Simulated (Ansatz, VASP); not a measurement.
## One calculation of HfO2, two programs

```xyz
6
Lattice="0.0000 -2.5292 -2.5292 -2.5292 0.0000 -2.5292 2.5292 2.5292 -5.0583" Properties=species:S:1:pos:R:3 pbc="T T T"
Hf   -0.0612   -0.0612   -5.1808
Hf    0.0612    0.0612    0.1225
O     1.2571    1.2571   -3.8086
O    -1.2571   -1.2571   -3.7788
O     1.2720    1.2720   -6.3080
O    -1.2720   -1.2720   -6.3378
```

Change from the starting cell: mode 4 (90.2 1/cm) frozen in, largest displacement +0.150 Å.

Alike in both runs: task single point; functional r2SCAN; k mesh 6 × 6 × 8; occupations gaussian, width 0.05 eV; no spin polarisation.

```csv
,VASP,Ansatz
version,VASP 6.6.1,Ansatz 0.2.0
potentials or method,"VASP PAW PBE potentials, release 64 (Hf_pv, O), cutoff 520 eV","scalar-relativistic, plane waves, PAW"
valence electrons in the cell,44,76
```

|  | VASP | Ansatz | Ansatz less VASP |
| --- | --- | --- | --- |
| gap on the k mesh at the Fermi level (eV) | 4.44 | 4.43 | -0.011 |
| least direct gap on the mesh (eV) | 4.44 | 4.43 | -0.008 |
| pressure (GPa) | -1.9 | 2.0 | +3.88 |
| traceless stress, the component that is largest in VASP (GPa) | 1.18 | 1.20 | +0.017 |
| rms of the force components (eV/Å) | 0.307 | 0.326 | +0.0184 |

VASP's potentials were made for PBE, not for r2SCAN. Atom by atom the forces differ by 0.029 eV/Å (rms over components). The functional is the same, so the differences come from potentials, cutoffs and numerics. VASP's potentials hold 44 valence electrons a cell and Ansatz's 76, so a difference there can come from the potentials and not from the codes.

Spin-orbit coupling is off throughout.
